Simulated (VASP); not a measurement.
Set up this calculation in VASP 6.6.1, as the native input.

```
Task                               : single point
Functional                         : HSE06
Potentials or basis                : VASP PAW PBE potentials, release 64 (K_sv, F)
Cutoff                             : 520 eV
k mesh                             : 6 × 6 × 6
Occupations                        : gaussian, width 0.01 eV
Spin                               : no spin polarisation
Dipole correction                  : no
Grid for exact exchange (PRECFOCK) : Normal
Further INCAR settings             : ALGO = Normal; EDIFF = 1e-06; NBANDS = 15
Share of exact exchange            : 0.25
Screening parameter                : 0.2079 1/Å
```

The system is KF.

```
K F
1.0
     0.07192    2.67770    2.67770
     2.67770    0.07192    2.67770
     2.67770    2.67770    0.07192
K F
1 1
Direct
  0.00000 0.00000 0.00000
  0.50000 0.50000 0.50000
```

This cell differs from its parent crystal: epitaxial 111 strain -2.0%.

These files were run (other wordings do the same):

POSCAR

```
KF
1.0
    0.0719151009      2.6776964606      2.6776964606
    2.6776964606      0.0719151009      2.6776964606
    2.6776964606      2.6776964606      0.0719151009
K F
1 1
Direct
    0.0000000000      0.0000000000      0.0000000000
    0.5000000000      0.5000000000      0.5000000000
```

INCAR.step1

```
PREC = Accurate ; ENCUT = 520
EDIFF = 1E-5 ; ISMEAR = 0
SIGMA = 0.01 ; LREAL = F
LASPH = T ; NELM = 80
ALGO = Normal ; ISIF = 2
LWAVE = T ; LCHARG = F
NBANDS = 15 ; GGA = PE
```

INCAR.step2

```
PREC = Accurate ; ENCUT = 520
EDIFF = 1E-6 ; ISMEAR = 0
SIGMA = 0.01 ; LREAL = F
LASPH = T ; NELM = 80
ALGO = Normal ; ISIF = 2
LWAVE = F ; LCHARG = F
GGA = PE ; LHFCALC = T
HFSCREEN = 0.2079 ; PRECFOCK = Normal
NBANDS = 15 ; ISTART = 1
```

KPOINTS

```
regular mesh
0
Gamma
  6 6 6
```

Potentials or basis: VASP PAW PBE potentials, release 64 (K_sv, F).

Command:

```sh
$ cat potpaw_PBE.64/K_sv/POTCAR potpaw_PBE.64/F/POTCAR > POTCAR
$ cp INCAR.step1 INCAR
$ mpirun -np 1 vasp_std > vasp.out
$ cp INCAR.step2 INCAR
$ mpirun -np 1 vasp_std > vasp.out
```

It gave:

```json
{
 "Pressure": "1.9 GPa",
 "Band gap on the k mesh": "8.34 eV"
}
```

Caveat: the cell differs from its parent crystal (epitaxial 111 strain -2.0%); the PAW data sets were made with another functional, which shifts forces and pressure a little.

Run time: 49 min on 1 thread of Intel(R) Xeon(R) Platinum 8375C CPU @ 2.90GHz (Ice Lake), with other jobs on the host, peak memory 0.29 GiB.
